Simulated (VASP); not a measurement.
HfO2: single point with PBE

The system is HfO2.

```
Hf O
1.0
    10.18835    0.00000    0.00000
     0.00000   10.30129    0.00000
    -0.87617    0.00000    5.20295
Hf O
16 32
Direct
  0.13844 0.23389 0.70085
  0.36583 0.47803 0.79011
  0.36939 0.27158 0.29177
  0.14093 0.02534 0.20767
  0.13936 0.72782 0.71139
  0.36400 0.98309 0.79035
  0.35961 0.76862 0.28462
  0.13789 0.51792 0.21601
  0.63624 0.23543 0.70950
  0.86109 0.47815 0.79058
  0.86124 0.26755 0.30770
  0.63057 0.00697 0.20698
  0.63833 0.73231 0.71702
  0.86127 0.97847 0.79175
  0.85748 0.77356 0.30250
  0.63875 0.52005 0.20594
  0.22631 0.36748 0.97580
  0.27428 0.11609 0.50999
  0.26961 0.12781 0.02012
  0.22274 0.37900 0.46845
  0.03387 0.16630 0.35195
  0.46250 0.41383 0.13847
  0.46384 0.32609 0.64299
  0.03850 0.07607 0.85231
  0.21666 0.86702 0.97135
  0.26778 0.62865 0.50316
  0.27489 0.62670 0.03398
  0.21620 0.88290 0.47303
  0.03357 0.66277 0.35111
  0.46135 0.91507 0.15643
  0.47304 0.82528 0.66531
  0.03790 0.58274 0.84857
  0.72342 0.37271 0.97703
  0.77542 0.12255 0.52876
  0.77424 0.12729 0.03613
  0.72608 0.37491 0.49620
  0.53723 0.16309 0.33735
  0.96699 0.41215 0.14573
  0.96073 0.33265 0.66214
  0.53248 0.07899 0.85132
  0.72093 0.86814 0.97554
  0.77270 0.61957 0.50946
  0.77738 0.62893 0.01269
  0.71498 0.87871 0.48695
  0.53130 0.66350 0.34194
  0.96838 0.91182 0.16122
  0.96463 0.83821 0.65399
  0.53327 0.57888 0.84104
```

```yaml
Program: VASP 6.6.1
Task: single point
Functional: PBE
Potentials_or_basis: VASP PAW PBE potentials, release 64 (Hf_pv, O)
Cutoff: 600 eV
k_mesh: 2 × 2 × 4
Occupations: gaussian, width 0.01 eV
Spin: no spin polarisation
Dipole_correction: no
Further_INCAR_settings: LREAL = Auto; ALGO = Normal; EDIFF = 1e-06; NBANDS = 206
```

```
Pressure               : 7.4 GPa
Largest force          : 3.159 eV/Å
Band gap on the k mesh : 3.77 eV
```

Forces on the atoms (eV/Å):
```
Hf  -0.460 -1.437  0.785
Hf  -1.584  0.573 -0.441
Hf  -1.461 -1.419 -1.345
Hf  -1.138 -1.445  0.052
Hf  -0.637  0.262 -0.569
Hf  -1.634 -1.283 -0.646
Hf  -1.089 -0.040  0.793
Hf  -0.739  1.060 -1.229
Hf   1.547 -2.401  0.754
Hf   0.364  1.005  0.788
Hf   0.044 -0.347 -1.566
Hf   1.761  2.610  0.258
Hf   0.883 -1.880 -1.000
Hf   0.471  0.874  1.172
Hf   1.831 -0.665 -0.692
Hf   0.388  0.409  0.110
O    0.136  0.458 -0.201
O    0.617  1.250  0.873
O    1.604  0.395 -0.554
O    0.535 -0.487  1.072
O   -0.191  0.187 -0.072
O    1.005  0.195  0.702
O   -0.742  1.274  0.870
O   -0.384  1.266 -1.187
O    1.161  0.627  0.617
O    1.129 -1.131  1.905
O    0.821 -0.489 -1.398
O    1.404 -0.802  0.521
O   -1.100  0.234 -0.187
O   -0.706 -0.223 -0.124
O   -2.642  1.706 -0.267
O   -0.502 -0.244 -0.252
O   -0.436  0.027  0.713
O   -0.087 -0.364  0.344
O   -0.167 -0.105 -0.534
O   -0.797  0.760 -1.244
O   -0.320  0.324  0.310
O   -0.644 -0.417  0.678
O    1.233 -0.567 -0.133
O    0.598  0.808 -0.818
O    0.101  0.597  1.109
O    0.071 -0.100  0.383
O   -0.436 -0.044  0.562
O    0.629 -0.433 -0.141
O    0.314 -0.240 -0.302
O   -0.896  0.091 -0.351
O   -0.282 -0.629 -0.189
O    0.430  0.201  0.069
```

Stress tensor (GPa, compression positive):
```
7.76 0.48 1.26
0.48 7.10 0.19
1.26 0.19 7.33
```

Levels at points of the mesh, in eV from the valence-band top:
```
           k point  band 173  band 174  band 175  band 176  band 177  band 178  band 179  band 180
(0.00, 0.00, 0.00)     -0.53     -0.48     -0.37      0.00      3.77      4.18      4.33      4.48
(0.50, 0.00, 0.00)     -0.59     -0.54     -0.48      0.00      3.98      4.19      4.35      4.37
(0.00, 0.50, 0.00)     -0.54     -0.39     -0.35     -0.14      4.03      4.09      4.35      4.46
(0.50, 0.50, 0.00)     -0.66     -0.52     -0.36     -0.16      4.09      4.19      4.25      4.34
(0.00, 0.00, 0.50)     -0.75     -0.67     -0.62     -0.43      3.96      4.05      4.19      4.31
(0.50, 0.00, 0.50)     -0.70     -0.64     -0.53     -0.43      4.02      4.04      4.26      4.29
(0.00, 0.50, 0.50)     -0.75     -0.70     -0.63     -0.46      3.94      4.05      4.14      4.26
(0.50, 0.50, 0.50)     -0.69     -0.65     -0.56     -0.43      4.00      4.04      4.19      4.29
```

Run time: 8.9 min on 4 MPI ranks on Intel(R) Xeon(R) Platinum 8559C (Emerald Rapids), on a shared host, peak memory 1.3 GiB a rank.

Caveat: the cell stands under pressure; spin-orbit coupling is left out, which moves the levels of the heavy elements; forces of over 1 eV/Å act on the atoms, so gaps and moduli don't describe the material at rest. A k mesh can miss the band edges.
